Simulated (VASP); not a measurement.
Here is a VASP 6.6.1 calculation.

The input INCAR:

```
SYSTEM = Re
AGGAC = 1.0
AGGAX = 1.0
ALDAC = 0.0
ALDAX = 1.0
ALGO = Normal
EDIFF = 1E-7
ENCUT = 520
GGA = B5
ISIF = 2
ISMEAR = -1
LASPH = .True.
LCHARG = .False.
LREAL = .False.
LWAVE = .False.
NBANDS = 10
NELM = 100
PREC = Accurate
SIGMA = 0.1
```

Contents of KPOINTS:

```
k-points
0
Gamma
  13 13 13
  0 0 0
```

The input POSCAR:

```
Re
1.0
    2.6516222264      0.0000000000      0.0000000000
    0.0000000000      2.6516222264      0.0000000000
    0.0000000000      0.0000000000      2.6516222264
Re
1
Direct
    0.0000000000      0.0000000000      0.0000000000
```

Potentials or basis: VASP PAW PBE potentials, release 64 (Re).

Run with:

```console
$ cat potpaw_PBE.64/Re/POTCAR > POTCAR
$ mpirun -np 1 vasp_std > vasp.out
```

**Question.** What does it give for the band gap on the k mesh?

**Answer.** Zero (an odd number of electrons rules out a gap without spin polarisation).

**Question.** Estimate the pressure.

**Answer.** -7.7 GPa.

Caveat: the cell stands under tension; the PAW data sets were made with another functional, which shifts forces and pressure a little; spin-orbit coupling is left out, which moves the levels of the heavy elements.
